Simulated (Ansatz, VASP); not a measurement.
Ta2N in VASP and in Ansatz

```
Ta N
1.0
     3.08596    0.00000    0.00000
    -1.54298    2.67252    0.00000
     0.00000    0.00000    5.08967
Ta N
2 1
Direct
  0.66667 0.33333 0.74669
  0.33333 0.66667 0.25331
  0.00000 0.00000 0.00000
```

Alike in both runs: task single point; functional LDA; k mesh 18 × 18 × 10; occupations gaussian, width 0.15 eV; no spin polarisation.

|  | VASP | Ansatz |
| --- | --- | --- |
| version | VASP 6.6.1 | Ansatz 0.2.0 |
| potentials or method | VASP PAW LDA potentials, release 64 (Ta_pv, N), cutoff 520 eV | scalar-relativistic, plane waves, PAW |
| valence electrons in the cell | 27 | 31 |

|  | VASP | Ansatz | Ansatz less VASP |
| --- | --- | --- | --- |
| gap on the k mesh at the Fermi level (eV) | none | none | - |
| pressure (GPa) | -19.3 | -20.5 | -1.17 |
| traceless stress, the component that is largest in VASP (GPa) | -6.35 | -6.24 | +0.105 |
| rms of the force components (eV/Å) | 0.052 | 0.072 | +0.0194 |

Ansatz warns that its potentials were made for another functional, while VASP's fit it. LDA's correlation is that of Perdew and Zunger in VASP and of Perdew and Wang (1992) in Ansatz. Atom by atom the forces differ by 0.019 eV/Å (rms over components). A gap of «none» marks a metal or a gap that the smearing closes. VASP's potentials hold 27 valence electrons a cell and Ansatz's 31, so a difference there can come from the potentials and not from the codes.

Neither program's run includes spin-orbit coupling.
